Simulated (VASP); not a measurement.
A run of VASP 6.6.1 is set up as follows.

File INCAR:

```
PREC = Accurate ; ENCUT = 520
EDIFF = 1E-6 ; ISMEAR = 0
SIGMA = 0.1 ; LREAL = False
LASPH = True ; NELM = 100
ALGO = Normal ; ISIF = 2
LWAVE = False ; LCHARG = False
GGA = PE ; NBANDS = 45
```

The input KPOINTS:

```
regular mesh
0
Gamma
  4 4 4
```

The input POSCAR:

```
HfPb4O
1.0
    0.0000000000      4.8434470293      4.8434470293
    4.8434470293      0.0000000000      4.8434470293
    4.8434470293      4.8434470293      0.0000000000
Hf Pb O
1 4 1
Direct
    0.0000000000      0.0000000000      0.0000000000
    0.9008159359      0.3663946880      0.3663946880
    0.3663946880      0.3663946880      0.3663946880
    0.3663946880      0.9008159359      0.3663946880
    0.3663946880      0.3663946880      0.9008159359
    0.5000000000      0.5000000000      0.5000000000
```

Potentials or basis: VASP PAW PBE potentials, release 64 (Hf_pv, Pb_d, O).

The run is started by

```sh
$ cat potpaw_PBE.64/Hf_pv/POTCAR potpaw_PBE.64/Pb_d/POTCAR potpaw_PBE.64/O/POTCAR > POTCAR
$ mpirun -np 1 vasp_std > vasp.out
```

(1) What does it give for the band gap on the k mesh?

(2) Estimate the pressure.

## Answers

(1) zero (band 36 reaches 3.18 eV, above the bottom of band 37 at 2.69 eV).

(2) -0.1 GPa.

Caveat: spin-orbit coupling is left out, which moves the levels of the heavy elements.
